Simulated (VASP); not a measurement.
# LiCl (I4/mmm) in VASP: notebook

The runs below take LiCl through single point, with r2SCAN.

Everything below comes from runs of VASP 6.6.1. Logs are shortened: lines on timing, memory, paths and dates and some standing lists are left out, and cuts for length are marked.

## Step 1: The cell of the first run

It takes space group I4/mmm (No. 139, tetragonal). The conventional cell has a = 3.573 Å, b = 3.573 Å, c = 5.206 Å, α = 90.00°, β = 90.00°, γ = 90.00°. Within 3.3 Å of Li (site symmetry 4/mmm) lie 6 Cl at 2.53 to 2.60 Å. Cl (site symmetry 4/mmm) has 6 Li at 2.53 to 2.60 Å within 3.3 Å.

## Step 2: Single point, r2SCAN (strain -0.015 along x and y, +0.015 along z)

POSCAR

```
LiCl
1.0
    0.0000000000      2.5262886000      2.6032314000
    2.5262886000      0.0000000000      2.6032314000
    2.5262886000      2.5262886000      0.0000000000
Li Cl
1 1
Direct
    0.0000000000      0.0000000000      0.0000000000
    0.5000000000      0.5000000000      0.5000000000
```

INCAR.step1

```
ALGO     = Normal         # electronic algorithm
EDIFF    = 1E-4           # SCF threshold, eV
ENCUT    = 520            # plane-wave cutoff, eV
GGA      = PE             # functional
ISMEAR   = 0              # smearing method
LASPH    = True           # aspherical terms in the spheres
LCHARG   = False          # write CHGCAR
LREAL    = False          # projectors in reciprocal space
LWAVE    = True           # write WAVECAR
NBANDS   = 12             # bands
NELM     = 60             # most SCF steps
PREC     = Accurate       # precision mode
SIGMA    = 0.05           # smearing width, eV
```

INCAR.step2

```
ALGO     = Normal         # electronic algorithm
EDIFF    = 1E-6           # SCF threshold, eV
ENCUT    = 520            # plane-wave cutoff, eV
ISIF     = 2              # what is computed and relaxed
ISMEAR   = 0              # smearing method
ISTART   = 1            
LASPH    = True           # aspherical terms in the spheres
LCHARG   = False          # write CHGCAR
LMIXTAU  = True         
LREAL    = False          # projectors in reciprocal space
LWAVE    = False          # write WAVECAR
METAGGA  = R2SCAN         # meta-GGA
NBANDS   = 12             # bands
NELM     = 60             # most SCF steps
PREC     = Accurate       # precision mode
SIGMA    = 0.05           # smearing width, eV
```

KPOINTS

```
k-points
0
Gamma
  8 8 8
```

Potentials or basis: VASP PAW PBE potentials, release 64 (Li_sv, Cl).

Command:

```console
$ cat potpaw_PBE.64/Li_sv/POTCAR potpaw_PBE.64/Cl/POTCAR > POTCAR
$ cp INCAR.step1 INCAR
$ mpirun -np 1 vasp_std > vasp.out
$ cp INCAR.step2 INCAR
$ mpirun -np 1 vasp_std > vasp.out
```

OUTCAR:

```text
EDIFF = 1E-6
   ENCUT = 520
   ISIF = 2
   ISMEAR = 0
   ISTART = 1
   LASPH = True
   LREAL = False
   METAGGA = R2SCAN
   NELM = 60
   PREC = Accurate

 ion  position               nearest neighbor table
   1  0.000  0.000  0.000-   2 2.53   2 2.53   2 2.53   2 2.53   2 2.60   2 2.60
   2  0.500  0.500  0.500-   1 2.53   1 2.53   1 2.53   1 2.53   1 2.60   1 2.60

  LATTYP: Found a body centered tetragonal cell.
 ALAT       =     3.5727116006
 C/A-ratio  =     1.4572860567

  Lattice vectors:

 A1 = (  -2.5262886000,   0.0000000000,   2.6032314000)
 A2 = (   2.5262886000,   0.0000000000,   2.6032314000)
 A3 = (   0.0000000000,   2.5262886000,  -2.6032314000)

Analysis of symmetry for initial positions (statically):
=====================================================================
 Subroutine PRICEL returns:
 Original cell was already a primitive cell.

 Routine SETGRP: Setting up the symmetry group for a
 body centered tetragonal supercell.

 Subroutine GETGRP returns: Found 16 space group operations
 (whereof 16 operations were pure point group operations)
 out of a pool of 16 trial point group operations.

The static configuration has the point symmetry D_4h.

Analysis of symmetry for dynamics (positions and initial velocities):
=====================================================================
 Subroutine PRICEL returns:
 Original cell was already a primitive cell.

 Routine SETGRP: Setting up the symmetry group for a
 body centered tetragonal supercell.

 Subroutine GETGRP returns: Found 16 space group operations
 (whereof 16 operations were pure point group operations)
 out of a pool of 16 trial point group operations.

The dynamic configuration has the point symmetry D_4h.

 Subroutine INISYM returns: Found 16 space group operations
 (whereof 16 operations are pure point group operations),
 and found     1 'primitive' translations

----------------------------------------------------------------------------------------

                                     Primitive cell

  volume of cell :      33.2283

  direct lattice vectors                    reciprocal lattice vectors
     0.000000000  2.526288600  2.603231400    -0.197918797  0.197918797  0.192068980
     2.526288600  0.000000000  2.603231400     0.197918797 -0.197918797  0.192068980
     2.526288600  2.526288600  0.000000000     0.197918797  0.197918797 -0.192068980

  length of vectors
     3.627526404  3.627526404  3.572711601     0.339461623  0.339461623  0.339461623

  position of ions in fractional coordinates (direct lattice)
     0.000000000  0.000000000  0.000000000
     0.500000000  0.500000000  0.500000000

  ion indices of the primitive-cell ions
   primitive index   ion index
                 1           1
                 2           2

----------------------------------------------------------------------------------------

 KPOINTS: k-points

Automatic generation of k-mesh.
 Grid dimensions read from file:
 generate k-points for:    8    8    8

 Generating k-lattice:

  Cartesian coordinates                     Fractional coordinates (reciprocal lattice)
    -0.024739850  0.024739850  0.024008623     0.125000000 -0.000000000  0.000000000
     0.024739850 -0.024739850  0.024008623    -0.000000000  0.125000000  0.000000000
     0.024739850  0.024739850 -0.024008623     0.000000000  0.000000000  0.125000000

  Length of vectors
     0.042432703  0.042432703  0.042432703

  Shift w.r.t. Gamma in fractional coordinates (k-lattice)
     0.000000000  0.000000000  0.000000000

 Subroutine IBZKPT returns following result:
 ===========================================

 Found     59 irreducible k-points:

 Following reciprocal coordinates:
            Coordinates               Weight
  0.000000  0.000000  0.000000      1.000000
  0.125000  0.000000  0.000000      8.000000
  0.250000  0.000000  0.000000      8.000000
  0.375000  0.000000  0.000000      8.000000
  0.500000  0.000000  0.000000      4.000000
  0.125000  0.125000  0.000000      2.000000
[... 16 lines left out ...]
  0.250000  0.000000  0.125000     16.000000
  0.375000  0.000000  0.125000     16.000000
 [... further k-points ...]
   k-points           NKPTS =     59   k-points in BZ     NKDIM =     59   number of bands    NBANDS=     12
   number of dos      NEDOS =    301   number of ions     NIONS =      2
   total plane-waves  NPLWV =  21952
   dimension x,y,z NGX =    28 NGY =   28 NGZ =   28
   dimension x,y,z NGXF=    56 NGYF=   56 NGZF=   56
   ions per type =               1   1
   NGX,Y,Z   is equivalent  to a cutoff of  12.83, 12.83, 13.03 a.u.
   NGXF,Y,Z  is equivalent  to a cutoff of  25.66, 25.66, 26.06 a.u.
 SYSTEM =  unknown system
   PREC   = accura    normal or accurate (medium, high low for compatibility)
   ISTART =      1    job   : 0-new  1-cont  2-samecut
   ICHARG =      0    charge: 1-file 2-atom 10-const
   ISPIN  =      1    spin polarized calculation?
   LNONCOLLINEAR =      F non collinear calculations
   LSORBIT =      F    spin-orbit coupling
   LASPH  =      T    aspherical Exc in radial PAW
   ENCUT  =  520.0 eV  38.22 Ry    6.18 a.u.   6.74  6.74  6.64*2*pi/ulx,y,z
   NELM   =     60;   NELMIN=  2; NELMDL=  0     # of ELM steps
   EDIFF  = 0.1E-05   stopping-criterion for ELM
   LREAL  =      F    real-space projection
   EDIFFG = 0.1E-04   stopping-criterion for IOM
   NSW    =      0    number of steps for IOM
   IBRION =     -1    ionic relax: 0-MD 1-quasi-New 2-CG
   NFREE  =      0    steps in history (QN), initial steepest desc. (CG)
   ISIF   =      2    stress and relaxation
   ISYM   =      2    0-nonsym 1-usesym 2-fastsym
   POTIM  = 0.5000    time-step for ionic-motion
   TEBEG  =    0.0;   TEEND  =   0.0 temperature during run
   PSTRESS=    0.0 pullay stress
   NELECT =      10.0000    total number of electrons
   NUPDOWN=      -1.0000    fix difference up-down
   EMIN   =  10.00;   EMAX   =-10.00  energy-range for DOS
   EFERMI =   0.00;   METHOD = LEGACY
   ISMEAR =     0;   SIGMA  =   0.05  broadening in eV -4-tet -1-fermi 0-gaus
   EFERMI_NEDOS =   21; number of points for ismear=-14 and -15
   IALGO  =     38    algorithm
   IMIX   =      4    mixing-type and parameters
     AMIX     =   0.40;   BMIX     =  1.00
     AMIX_MAG =   1.60;   BMIX_MAG =  1.00
  volume/ion in A,a.u.               =      16.61       112.12
  Fermi-wavevector in a.u.,A,eV,Ry     =   1.097081  2.073182 16.375784  1.203586
  Thomas-Fermi vector in A             =   2.233434
   LORBIT       =      0    0 simple, 1 ext, 2 COOP (PROOUT), +10 PAW based schemes
   METAGGA = R2SCAN    functional components
   LHFCALC =     F    Hartree Fock is set to
   AEXX    =    0.0000 exact exchange contribution
   IVDW    =     0    specifies the selected vdW correction
   LEPSILON=     F    determine dielectric tensor
   LRPA    =     F    only Hartree local field effects (RPA)
 non-spin polarized calculation
 Gauss-broadening in eV      SIGMA  =   0.05
  energy-cutoff  :      520.00
  volume of cell :       33.23
 maximum number of plane-waves:       909
   NGX = 13   NGY = 13   NGZ = 13

 number of electron      10.0000002 magnetization

 Free energy of the ion-electron system (eV)
  ---------------------------------------------------
  ext. energy  EPLUGINS =         0.00000000
  ---------------------------------------------------
  free energy    TOTEN  =       -12.58585005 eV

  energy without entropy =      -12.58585005  energy(sigma->0) =      -12.58585005

 E-fermi :   0.6267     XC(G=0):  -9.2334

 val. band max:        0.3532049557   @ k =   0.0000   0.0000   0.0000
 cond. band min:       7.6969938947   @ k =   0.0000   0.0000   0.0000
 fundamental gap:      7.3437889389
 Fermi energy:         0.6267342130

 k-point     1 :       0.0000    0.0000    0.0000
  band No.  band energies     occupation
      1     -44.4837      2.00000
      2     -13.7352      2.00000
      3       0.2775      2.00000
      4       0.2775      2.00000
      5       0.3532      2.00000
      6       7.6970      0.00000
      7      12.8097      0.00000
      8      13.0735      0.00000
      9      13.0736      0.00000
     10      15.4891      0.00000
     11      15.8313      0.00000
     12      15.9615      0.00000

 k-point     2 :       0.1250    0.0000    0.0000
  band No.  band energies     occupation
      1     -44.4833      2.00000
      2     -13.6553      2.00000
      3      -0.2301      2.00000
      4       0.2432      2.00000
      5       0.2758      2.00000
      6       8.1464      0.00000
      7      12.2475      0.00000
      8      12.8217      0.00000
      9      13.1070      0.00000
     10      14.2247      0.00000
     11      14.4354      0.00000
     12      16.6784      0.00000

 k-point     3 :       0.2500    0.0000    0.0000
  band No.  band energies     occupation
      1     -44.4823      2.00000
      2     -13.4515      2.00000
      3      -1.3119      2.00000
      4       0.1475      2.00000
      5       0.1651      2.00000
      6       8.4630      0.00000
      7      11.7031      0.00000
      8      12.0282      0.00000
      9      12.2668      0.00000
     10      15.1216      0.00000
     11      15.1240      0.00000
     12      17.2636      0.00000

 k-point     4 :       0.3750    0.0000    0.0000
  band No.  band energies     occupation
      1     -44.4812      2.00000
      2     -13.2300      2.00000
      3      -2.2416      2.00000
      4       0.0292      2.00000
      5       0.0930      2.00000
      6       8.0707      0.00000
      7      10.8183      0.00000
      8      11.0821      0.00000
      9      13.7097      0.00000
     10      16.8951      0.00000
     11      17.0305      0.00000
     12      17.9333      0.00000

 k-point     5 :       0.5000    0.0000    0.0000
  band No.  band energies     occupation
      1     -44.4808      2.00000
      2     -13.1322      2.00000
      3      -2.6000      2.00000
      4      -0.0175      2.00000
      5       0.0647      2.00000
      6       7.8535      0.00000
      7      10.5097      0.00000
      8      10.7521      0.00000
      9      14.6771      0.00000
     10      18.2582      0.00000
     11      18.5398      0.00000
     12      18.5478      0.00000
[... 228 lines left out ...]
      1     -44.4803      2.00000
      2     -12.9083      2.00000
      3      -2.7004      2.00000
      4      -0.7836      2.00000
      5      -0.7836      2.00000
      6       9.1754      0.00000
      7       9.3092      0.00000
      8      13.7283      0.00000
      9      16.0168      0.00000
     10      16.0175      0.00000
     11      18.1964      0.00000
     12      19.9163      0.00000

 k-point    22 :       0.1250    0.0000    0.1250
  band No.  band energies     occupation
      1     -44.4832      2.00000
      2     -13.6258      2.00000
      3      -0.1819      2.00000
      4       0.0656      2.00000
      5       0.1681      2.00000
      6       8.4092      0.00000
      7      12.0131      0.00000
      8      12.8335      0.00000
      9      13.0910      0.00000
     10      13.0933      0.00000
     11      15.8827      0.00000
     12      16.9104      0.00000

 k-point    23 :       0.2500    0.0000    0.1250
  band No.  band energies     occupation
      1     -44.4823      2.00000
      2     -13.4587      2.00000
      3      -1.0221      2.00000
      4      -0.0724      2.00000
      5       0.0315      2.00000
      6       9.0606      0.00000
      7      11.3459      0.00000
      8      11.6082      0.00000
      9      12.7638      0.00000
     10      13.9552      0.00000
     11      16.0759      0.00000
     12      17.8932      0.00000

 k-point    24 :       0.3750    0.0000    0.1250
  band No.  band energies     occupation
      1     -44.4812      2.00000
      2     -13.2370      2.00000
      3      -1.9621      2.00000
      4      -0.1707      2.00000
      5      -0.1566      2.00000
      6       8.8349      0.00000
      7      10.7770      0.00000
      8      11.7832      0.00000
      9      12.3595      0.00000
     10      15.5771      0.00000
     11      17.6157      0.00000
     12      18.7013      0.00000

 [... further k-points ...]
[... 5 lines left out ...]
  --------------------------------------------------------------------------------------
  -------------------------------------------------------------------------------------
  Total        0.0293445      0.0293445     -0.2046399      0.0000000     -0.0000000     -0.0000000
  in kB        1.4149075      1.4149075     -9.8671598      0.0000000     -0.0000000     -0.0000000
  external PRESSURE =      -2.3457816 kB  Pullay stress =       0.0000000 kB

 VOLUME and BASIS-vectors are now :
 -----------------------------------------------------------------------------
  energy-cutoff  :      520.00
  volume of cell :       33.23
      direct lattice vectors                 reciprocal lattice vectors
     0.000000000  2.526288600  2.603231400    -0.197918797  0.197918797  0.192068980
     2.526288600  0.000000000  2.603231400     0.197918797 -0.197918797  0.192068980
     2.526288600  2.526288600  0.000000000     0.197918797  0.197918797 -0.192068980

 POSITION                                       TOTAL-FORCE (eV/Angst)
 -----------------------------------------------------------------------------------
      0.00000      0.00000      0.00000        -0.000000     -0.000000      0.000000
      2.52629      2.52629      2.60323         0.000000      0.000000     -0.000000
 -----------------------------------------------------------------------------------
    total drift:                                0.000000      0.000000      0.000000

  FREE ENERGIE OF THE ION-ELECTRON SYSTEM (eV)
  ---------------------------------------------------
  free  energy   TOTEN  =       -12.5858500522 eV

  energy  without entropy=      -12.5858500522  energy(sigma->0) =      -12.58585005
```

Wall time 2 min (1 thread of Intel Xeon 8259CL, shared host); peak memory 0.17 GiB.

Results:

| Item | Value |
| --- | --- |
| Free energy | -12.5859 eV |
| Band gap on the k mesh | 7.34 eV |

Caveat: the cell differs from its parent crystal (strain -0.015 along x and y, +0.015 along z); the cutoff is under 1.25 times the usual one of these potentials, so pressure, stress and relaxed cells hold a basis-set (Pulay) error; the PAW data sets were made with another functional, which shifts forces and pressure a little. A k mesh can miss the band edges.

## Step 3: Single point, r2SCAN (strain -0.015 along x and y, +0.030 along z)

POSCAR

```
LiCl
1.0
    0.0000000000      2.5262886000      2.6417028000
    2.5262886000      0.0000000000      2.6417028000
    2.5262886000      2.5262886000      0.0000000000
Li Cl
1 1
Direct
    0.0000000000      0.0000000000      0.0000000000
    0.5000000000      0.5000000000      0.5000000000
```

INCAR.step1

```
SYSTEM = LiCl
PREC = Accurate
ENCUT = 520
ISMEAR = 0
SIGMA = 0.05
LREAL = .False.
LASPH = .True.
NELM = 60
NBANDS = 12
GGA = PE
ALGO = Normal
EDIFF = 1E-4
LWAVE = .True.
LCHARG = .False.
```

INCAR.step2

```
SYSTEM = LiCl
PREC = Accurate
ENCUT = 520
EDIFF = 1E-6
ISMEAR = 0
SIGMA = 0.05
LREAL = .False.
LASPH = .True.
NELM = 60
ALGO = Normal
ISIF = 2
LWAVE = .False.
LCHARG = .False.
METAGGA = R2SCAN
LMIXTAU = .True.
NBANDS = 12
ISTART = 1
```

KPOINTS

```
Automatic mesh
0
Gamma
  8 8 8
  0 0 0
```

Potentials or basis: VASP PAW PBE potentials, release 64 (Li_sv, Cl).

Command:

```console
$ cat potpaw_PBE.64/Li_sv/POTCAR potpaw_PBE.64/Cl/POTCAR > POTCAR
$ cp INCAR.step1 INCAR
$ mpirun -np 1 vasp_std > vasp.out
$ cp INCAR.step2 INCAR
$ mpirun -np 1 vasp_std > vasp.out
```

Wall time 2.1 min (1 thread of Intel Xeon 8259CL, shared host); peak memory 0.17 GiB.

It converged, with:

```
Free energy            : -12.5821 eV
Band gap on the k mesh : 7.23 eV
```

Levels at points of the mesh, in eV from the valence-band top:
```tsv
k point	band 1	band 2	band 3	band 4	band 5	band 6	band 7	band 8	band 9	band 10
(0.00, 0.00, 0.00)	-44.87	-14.05	-0.11	-0.11	0.00	7.23	12.35	12.74	12.74	14.97
(0.50, 0.00, 0.00)	-44.87	-13.47	-2.91	-0.40	-0.28	7.46	10.09	10.43	14.13	17.76
(0.50, 0.50, 0.00)	-44.87	-13.28	-3.00	-1.10	-1.10	8.80	9.01	13.09	15.61	15.61
(0.50, 0.00, 0.50)	-44.87	-13.19	-3.01	-1.39	-1.09	8.68	8.80	13.74	14.78	15.75
```

Caveat: the cell differs from its parent crystal (strain -0.015 along x and y, +0.030 along z); the cutoff is under 1.25 times the usual one of these potentials, so pressure, stress and relaxed cells hold a basis-set (Pulay) error; the PAW data sets were made with another functional, which shifts forces and pressure a little. A k mesh can miss the band edges.

(Continued in part 2 of 2.)
